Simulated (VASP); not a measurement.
Here is a VASP 6.6.1 calculation.

File INCAR:

```
PREC = Accurate
ENCUT = 520
EDIFF = 1E-6
ISMEAR = 0
SIGMA = 0.01
LREAL = False
LASPH = True
NELM = 100
ALGO = Normal
ISIF = 2
LWAVE = False
LCHARG = True
GGA = PS
LELF = True
LVHAR = True
NBANDS = 11
```

Contents of KPOINTS:

```
Automatic mesh
0
Gamma
  8 8 8
```

Contents of POSCAR:

```
NaH
1.0
    0.0000000000      2.1435066665      2.1435066665
    2.1435066665      0.0000000000      2.1435066665
    2.1435066665      2.1435066665      0.0000000000
Na H
1 1
Direct
    0.0000000000      0.0000000000      0.0000000000
    0.5000000000      0.5000000000      0.5000000000
```

Potentials or basis: VASP PAW PBE potentials, release 64 (Na_pv, H).

Launch:

```bash
$ cat potpaw_PBE.64/Na_pv/POTCAR potpaw_PBE.64/H/POTCAR > POTCAR
$ mpirun -np 1 vasp_std > vasp.out
```

(1) Estimate the band gap on the k mesh.

(2) Estimate the pressure.

## Answers

(1) 4.17 eV, indirect (least direct gap 5.20 eV).

(2) 15.1 GPa.

Caveat: the PAW data sets were made with another functional, which shifts forces and pressure a little.
